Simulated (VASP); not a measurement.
CdTe: elastic constants with PBE

CdTe:

```
Cd Te
1.0
     0.00000    3.14079    3.14079
     3.14079    0.00000    3.14079
     3.14079    3.14079    0.00000
Cd Te
1 1
Direct
  0.00000 0.00000 0.00000
  0.75000 0.75000 0.75000
```

- Program: VASP 6.6.1
- Task: elastic constants
- Functional: PBE
- Potentials or basis: VASP PAW PBE potentials, release 64 (Cd, Te)
- Cutoff: 600 eV
- k mesh: 10 × 10 × 10
- Occupations: gaussian, width 0.01 eV
- Spin: no spin polarisation
- Dipole correction: no
- Ions in elastic constants: relaxed
- Further INCAR settings: ALGO = Normal; EDIFF = 1e-08; IBRION = 6; POTIM = 0.015; NSW = 1; ISIF = 3

```
Elastic constants C11, C12, C44                         : 69, 60, 14 GPa
Voigt bulk modulus                                      : 63 GPa
Highest phonon frequency at Γ, LO-TO splitting left out : 172 cm⁻¹
```

Phonon frequencies in cm⁻¹ (negative: imaginary):
| q point | frequencies |
| --- | --- |
| (0.000, 0.000, 0.000) | 0 0 0 172 172 172 |

Elastic tensor in Voigt notation (GPa, in the Cartesian axes of the cell as first typed):
```
69 60 60  0  0  0
60 69 60  0  0  0
60 60 69  0  0  0
 0  0  0 14  0  0
 0  0  0  0 14  0
 0  0  0  0  0 14
```

Clamped-ion elastic tensor (GPa):
```
69 60 60  0  0  0
60 69 60  0  0  0
60 60 69  0  0  0
 0  0  0 58  0  0
 0  0  0  0 58  0
 0  0  0  0  0 58
```

Wall time 31 min on 1 thread of Oxide Virtual Turin-like Processor (shared host), peak memory 0.56 GiB.

Caveat: the cell is under stress, which shifts elastic constants.
